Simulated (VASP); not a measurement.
A run of VASP 6.6.1 is set up as follows.

Contents of INCAR:

```
SYSTEM = WC
  PREC = Accurate
  ENCUT = 520
  EDIFF = 1E-6
  ISMEAR = -1
  SIGMA = 0.17
  LREAL = Auto
  LASPH = .TRUE.
  NELM = 60
  ALGO = Normal
  ISIF = 2
  LWAVE = .FALSE.
  LCHARG = .FALSE.
  GGA = PE
  IVDW = 12
  NBANDS = 86
```

File KPOINTS:

```
regular mesh
0
G
  2 2 2
  0 0 0
```

POSCAR

```
WC
1.0
   -2.8758280000     -5.0536640000      0.0825820000
    4.3875140000     -2.5694240000     -0.0285640000
   -0.0685690000     -0.0540130000      5.7488900000
W C
8 8
Direct
    0.7493706920      0.5318740086     -0.0329093236
    0.7523984372      0.5372310809      0.4935232542
    0.4974241603      0.0451050462     -0.0205239449
    0.4840398043      0.0077127909      0.4889200060
    0.2202114399      0.5209482513     -0.0076197553
    0.2414076155      0.5273462276      0.4782361802
   -0.0185531342      0.0307828370     -0.0172709104
    0.0193353089      0.0280637600      0.4772581950
    0.5212171224      0.6774193785      0.2122856160
    0.4991796596      0.6891288644      0.7322215284
    0.2432946052      0.1825609555      0.2350232682
    0.2716800805      0.2078781365      0.7330288015
   -0.0144476643      0.7301051957      0.2289046828
   -0.0102976910      0.7024996981      0.7502172776
    0.7374425620      0.1691237513      0.2344333200
    0.7452979871      0.2060278314      0.7117090048
```

Potentials or basis: VASP PAW PBE potentials, release 64 (W_sv, C).

The run is started by

```bash
$ cat potpaw_PBE.64/W_sv/POTCAR potpaw_PBE.64/C/POTCAR > POTCAR
$ mpirun -np 1 vasp_std > vasp.out
```

Question: Predict the band gap on the k mesh.

Answer: Zero (band 72 reaches 11.43 eV, above the bottom of band 73 at 11.10 eV).

Question: What does it give for the largest force?

Answer: 4.629 eV/Å.

Question: What does it give for the dispersion energy per atom?

Answer: -0.451 eV.

Forces on the atoms (eV/Å):
```
W   -0.169  1.754  2.658
W   -0.780  1.048 -3.159
W   -2.146  1.280  0.409
W    0.228 -3.524 -1.793
W   -0.761 -3.966 -1.268
W   -0.583 -1.089  0.766
W   -0.327 -2.077 -0.740
W    2.600  3.328  1.895
C    2.309  1.811  2.019
C    0.988  0.667  0.110
C    0.627 -1.017 -0.939
C    0.981  2.208  0.130
C   -2.964  1.229  0.500
C   -0.337 -1.040 -2.249
C    1.483 -1.033  0.454
C   -1.149  0.421  1.207
```

Caveat: the k points lie up to 0.62 Å⁻¹ apart; spin-orbit coupling is left out, which moves the levels of the heavy elements; forces of over 1 eV/Å act on the atoms, so gaps and moduli don't describe the material at rest.
